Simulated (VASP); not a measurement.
# K (Fm-3m) in VASP: a series of runs, part 2 of 2

VASP 6.6.1. Earlier steps stand in the parts before.

### Step 3. Relaxation of cell and atoms, PBE

This run uses another cell than the first one, of 71.32 Å³/atom.

INCAR

```
SYSTEM = K
PREC = Accurate
ENCUT = 600
EDIFF = 1E-6
ISMEAR = -1
SIGMA = 0.1
LREAL = .False.
LASPH = .True.
NELM = 80
ALGO = Normal
ISIF = 3
LWAVE = .False.
LCHARG = .False.
GGA = PE
IBRION = 2
NSW = 80
EDIFFG = -0.01
```

KPOINTS

```
Automatic mesh
0
Gamma
  8 8 8
  0 0 0
```

POSCAR

```
K
1.0
    0.0000000000      3.2915437429      3.2915437429
    3.2915437429      0.0000000000      3.2915437429
    3.2915437429      3.2915437429      0.0000000000
K
1
Direct
    0.0000000000      0.0000000000      0.0000000000
```

Potentials or basis: VASP PAW PBE potentials, release 64 (K_sv).

Command:

```console
$ cat potpaw_PBE.64/K_sv/POTCAR > POTCAR
$ mpirun -np 1 vasp_std > vasp.out
```

OUTCAR:

```text
SYSTEM = K
   PREC = Accurate
   ENCUT = 600
   EDIFF = 1E-6
   ISMEAR = -1
   LREAL = .False.
   LASPH = .True.
   NELM = 80
   ISIF = 3
   GGA = PE
   IBRION = 2
   NSW = 80
   EDIFFG = -0.01

 ion  position               nearest neighbor table
   1  0.000  0.000  0.000-

  LATTYP: Found a face centered cubic cell.
 ALAT       =     6.5830874858

  Lattice vectors:

 A1 = (   0.0000000000,   3.2915437429,   3.2915437429)
 A2 = (   3.2915437429,   0.0000000000,   3.2915437429)
 A3 = (   3.2915437429,   3.2915437429,   0.0000000000)

Analysis of symmetry for initial positions (statically):
=====================================================================
 Subroutine PRICEL returns:
 Original cell was already a primitive cell.

 Routine SETGRP: Setting up the symmetry group for a
 face centered cubic supercell.

 Subroutine GETGRP returns: Found 48 space group operations
 (whereof 48 operations were pure point group operations)
 out of a pool of 48 trial point group operations.

The static configuration has the point symmetry O_h .

Analysis of symmetry for dynamics (positions and initial velocities):
=====================================================================
 Subroutine PRICEL returns:
 Original cell was already a primitive cell.

 Routine SETGRP: Setting up the symmetry group for a
 face centered cubic supercell.

 Subroutine GETGRP returns: Found 48 space group operations
 (whereof 48 operations were pure point group operations)
 out of a pool of 48 trial point group operations.

The dynamic configuration has the point symmetry O_h .

 Subroutine INISYM returns: Found 48 space group operations
 (whereof 48 operations are pure point group operations),
 and found     1 'primitive' translations

----------------------------------------------------------------------------------------
[... 124 lines left out ...]
  energy-cutoff  :      600.00
  volume of cell :       71.32
 maximum number of plane-waves:      2421
 NGX is ok and might be reduce to    40
   NGX = 19   NGY = 19   NGZ = 19

--------------------------------------- Ionic step        1  -------------------------------------------

 number of electron       9.0000000 magnetization

 Free energy of the ion-electron system (eV)
  ---------------------------------------------------
  ext. energy  EPLUGINS =         0.00000000
  ---------------------------------------------------
  free energy    TOTEN  =        -1.05770243 eV

  energy without entropy =       -1.03080343  energy(sigma->0) =       -1.04425293

------------------------ aborting loop because EDIFF is reached ----------------------------------------

  FORCE on cell =-STRESS in cart. coord.  units (eV):
  Direction    XX          YY          ZZ          XY          YZ          ZX
  --------------------------------------------------------------------------------------
  -------------------------------------------------------------------------------------
  Total        0.0675709      0.0675709      0.0675709      0.0000000      0.0000000      0.0000000
  in kB        1.5178931      1.5178931      1.5178931      0.0000000      0.0000000      0.0000000
  external PRESSURE =       1.5178931 kB  Pullay stress =       0.0000000 kB
[... 57 lines left out ...]
--------------------------------------- Ionic step        3  -------------------------------------------

 number of electron       9.0000000 magnetization

 Free energy of the ion-electron system (eV)
  ---------------------------------------------------
  ext. energy  EPLUGINS =         0.00000000
  ---------------------------------------------------
  free energy    TOTEN  =        -1.05903034 eV

  energy without entropy =       -1.03171967  energy(sigma->0) =       -1.04537500

 E-fermi :  -0.1575     XC(G=0):  -5.6335

 val. band max:       -0.2814610797   @ k =  -0.3750   0.1250   0.0000
 cond. band min:      -0.0801507761   @ k =   0.5000   0.3750   0.1250
 fundamental gap:      0.2013103035
 Fermi energy:        -0.1575042855

 k-point     1 :       0.0000    0.0000    0.0000
  band No.  band energies     occupation
      1     -32.2665      2.00000
      2     -15.7180      2.00000
      3     -15.7180      2.00000
      4     -15.7180      2.00000
      5      -2.2828      2.00000
      6       4.0678      0.00000
      7       4.0678      0.00000
      8       4.0678      0.00000
[... 243 lines left out ...]
 k-point    24 :      -0.3750    0.2500    0.1250
  band No.  band energies     occupation
      1     -32.2624      2.00000
      2     -15.7738      2.00000
      3     -15.7438      2.00000
      4     -15.7324      2.00000
      5       0.6580      0.00057
      6       0.6796      0.00046
      7       2.7490      0.00000
      8       3.8727      0.00000

 [... further k-points ...]

------------------------ aborting loop because EDIFF is reached ----------------------------------------

  FORCE on cell =-STRESS in cart. coord.  units (eV):
  Direction    XX          YY          ZZ          XY          YZ          ZX
  --------------------------------------------------------------------------------------
  -------------------------------------------------------------------------------------
  Total        0.0022474      0.0022474      0.0022474     -0.0000000     -0.0000000      0.0000000
  in kB        0.0486036      0.0486036      0.0486036     -0.0000000     -0.0000000      0.0000000
  external PRESSURE =       0.0486036 kB  Pullay stress =       0.0000000 kB
[... 16 lines left out ...]
  FREE ENERGIE OF THE ION-ELECTRON SYSTEM (eV)
  ---------------------------------------------------
  free  energy   TOTEN  =        -1.0590303408 eV

  energy  without entropy=       -1.0317196682  energy(sigma->0) =       -1.04537500

 reached required accuracy - stopping structural energy minimisation
```

CONTCAR:

```text
K
   1.00000000000000
     0.0000000000000000    3.3334769503924164    3.3334769503924164
     3.3334769503924164    0.0000000000000000    3.3334769503924164
     3.3334769503924164    3.3334769503924164    0.0000000000000000
  K
     1
Direct
     0.0000000000000000    0.0000000000000000    0.0000000000000000

  0.00000000E+00  0.00000000E+00  0.00000000E+00
```

It took 64 s on 1 thread of Intel Xeon Platinum 8259CL at 2.50GHz (Skylake/Cascade Lake), shared host; peak memory 0.25 GiB.

What came out:

```yaml
Free_energy: -1.0590 eV
Relaxed_volume: 74.08 Å³/atom
Relaxed_cell: a = 4.714 Å, b = 4.714 Å, c = 4.714 Å, α = 60.00°, β = 60.00°, γ = 60.00°
Space_group_after_relaxing_to_0.1_Å: Fm-3m (No. 225)
Energy_gained_by_relaxing: 1.3 meV/atom
Ionic_steps: 3
Pressure_after_relaxing: 0.0 GPa
Band_gap_on_the_k_mesh: zero (an odd number of electrons rules out a gap without spin polarisation)
```

The path:
| step | energy change (eV) | largest force (eV/Å) | pressure (GPa) | volume (Å³) |
| --- | --- | --- | --- | --- |
| 1 | 0.0000 | 0.0000 | 0.15 | 71.32 |
| 2 | -0.0006 | 0.0000 | 0.11 | 72.02 |
| 3 | -0.0013 | 0.0000 | 0.00 | 74.08 |

Final structure:
```yaml
crystal:
  lattice:
    - [0.00000, 3.33348, 3.33348]
    - [3.33348, 0.00000, 3.33348]
    - [3.33348, 3.33348, 0.00000]
  atoms:
    - { symbol: K, position: [0.00000, 0.00000, 0.00000] }
```

Levels at points of the mesh, in eV from the Fermi level:
| k point | band 2 | band 3 | band 4 | band 5 | band 6 | band 7 | band 8 |
| --- | --- | --- | --- | --- | --- | --- | --- |
| (0.00, 0.00, 0.00) | -15.56 | -15.56 | -15.56 | -2.13 | 4.23 | 4.23 | 4.23 |
| (0.50, 0.00, 0.00) | -15.63 | -15.57 | -15.57 | 0.35 | 0.57 | 4.01 | 4.01 |
| (0.50, 0.50, 0.00) | -15.62 | -15.58 | -15.58 | 0.93 | 1.39 | 2.36 | 4.92 |
